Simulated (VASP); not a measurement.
**Ga3BSb2: relaxation of cell and atoms with PBE**

Crystal: Ga3BSb2.

```
CELL_PARAMETERS angstrom
3.79894 0.00000 0.00000
-1.89947 3.28998 0.00000
0.00000 0.00000 10.52499
ATOMIC_POSITIONS crystal
Ga 0.66667 0.33333 0.08288
Ga 0.66667 0.33333 0.43353
Ga 0.00000 0.00000 0.58598
B 0.00000 0.00000 0.78380
Sb 0.33333 0.66667 0.85175
Sb 0.33333 0.66667 0.26206
```

The cell was generated, and may not be a known phase.

```yaml
Program: VASP 6.6.1
Task: relaxation of cell and atoms
Functional: PBE
Potentials_or_basis: VASP PAW PBE potentials, release 64 (Ga_d, B, Sb)
Cutoff: 600 eV
k_mesh: 12 × 12 × 4
Occupations: gaussian, width 0.1 eV
Spin: no spin polarisation
Dipole_correction: no
Further_INCAR_settings: ALGO = Normal; EDIFF = 1e-06; IBRION = 2; EDIFFG = -0.01; NSW = 100; ISIF = 3
```

| Quantity | Value |
| --- | --- |
| Relaxed volume | 21.93 Å³/atom |
| Relaxed cell | a = 3.754 Å, b = 3.754 Å, c = 10.779 Å, α = 90.00°, β = 90.00°, γ = 120.00° |
| Space group after relaxing (to 0.1 Å) | P3m1 (No. 156) |
| Energy gained by relaxing | 3.8 meV/atom |
| Ionic steps | 20 |
| Pressure after relaxing | 0.0 GPa |
| Largest force after relaxing | 0.009 eV/Å |
| Band gap on the k mesh | zero (bands 26 and 27 overlap by 3.94 eV) |

Forces in eV/Å, atoms in the order of the input:
```
Ga   0.000  0.000  0.003
Ga   0.000  0.000  0.000
Ga   0.000  0.000 -0.004
B    0.000  0.000  0.000
Sb   0.000  0.000 -0.007
Sb   0.000  0.000  0.009
```

Step by step:
```tsv
step	energy change (eV)	largest force (eV/Å)	pressure (GPa)	volume (Å³)
1	0.0000	0.1053	0.06	131.55
2	-0.0088	0.1161	-0.05	131.70
3	-0.0150	0.3127	-0.25	132.01
4	-0.0154	0.2701	-0.23	131.94
5	-0.0205	0.1126	0.05	131.36
6	-0.0207	0.0712	0.11	131.22
7	-0.0219	0.0525	0.02	131.53
8	-0.0220	0.0514	-0.07	131.68
9	-0.0225	0.0229	0.08	131.59
10	-0.0225	0.0208	0.04	131.58
11	-0.0225	0.0269	0.08	131.55
12	-0.0225	0.0187	-0.03	131.56
13	-0.0225	0.0222	0.02	131.55
14	-0.0226	0.0223	-0.04	131.61
15	-0.0226	0.0222	-0.11	131.64
16	-0.0227	0.0177	0.01	131.59
17	-0.0227	0.0166	0.00	131.58
18	-0.0227	0.0148	0.02	131.56
19	-0.0227	0.0114	-0.04	131.56
20	-0.0227	0.0086	-0.04	131.57
```

Final structure:
```
CELL_PARAMETERS angstrom
3.75428 0.00000 0.00000
-1.87714 3.25130 0.00000
0.00000 0.00000 10.77918
ATOMIC_POSITIONS crystal
Ga 0.66667 0.33333 0.08045
Ga 0.66667 0.33333 0.43420
Ga 0.00000 0.00000 0.58812
B 0.00000 0.00000 0.78159
Sb 0.33333 0.66667 0.85082
Sb 0.33333 0.66667 0.26483
```

Levels at points of the mesh, in eV from the Fermi level:
| k point | band 23 | band 24 | band 25 | band 26 | band 27 | band 28 | band 29 | band 30 |
| --- | --- | --- | --- | --- | --- | --- | --- | --- |
| (0.00, 0.00, 0.00) | -0.40 | 0.40 | 1.64 | 1.64 | 2.37 | 3.47 | 3.47 | 4.09 |
| (0.50, 0.00, 0.00) | -2.43 | -2.39 | -2.05 | -1.12 | -0.54 | 1.60 | 1.84 | 2.20 |
| (0.00, 0.00, 0.50) | -0.55 | 1.65 | 1.65 | 2.22 | 2.60 | 3.34 | 3.34 | 3.66 |
| (0.50, 0.00, 0.50) | -3.22 | -2.38 | -0.60 | -0.35 | -0.22 | 0.59 | 1.78 | 2.17 |

Run time: 23 min on 1 thread of Intel(R) Xeon(R) 6975P-C (Granite Rapids), with other jobs on the host, peak memory 0.5 GiB.

Caveat: spin-orbit coupling is left out, which moves the levels of the heavy elements.
